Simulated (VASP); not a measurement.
Here is a VASP 6.6.1 calculation.

The input INCAR:

```
PREC = Accurate
ENCUT = 520
EDIFF = 1E-6
ISMEAR = -1
SIGMA = 0.08
LREAL = F
LASPH = T
NELM = 100
ALGO = Normal
ISIF = 2
LWAVE = F
LCHARG = F
GGA = PE
NBANDS = 11
```

The input KPOINTS:

```
Automatic mesh
0
Gamma
  12 12 11
```

Contents of POSCAR:

```
Ca
1.0
    3.3426762194      0.0000000000      0.0000000000
   -1.6713381097      2.8948425226      0.0000000000
    0.0000000000      0.0000000000      3.0204254781
Ca
1
Direct
    0.0000000000      0.0000000000      0.0000000000
```

Potentials or basis: VASP PAW PBE potentials, release 64 (Ca_sv).

Command:

```sh
$ cat potpaw_PBE.64/Ca_sv/POTCAR > POTCAR
$ mpirun -np 1 vasp_std > vasp.out
```

(1) What does it give for the band gap on the k mesh?

(2) What does it give for the pressure?

## Answers

(1) zero (bands 5 and 6 overlap by 0.34 eV).

(2) 9.2 GPa.

Caveat: the cell stands under pressure.
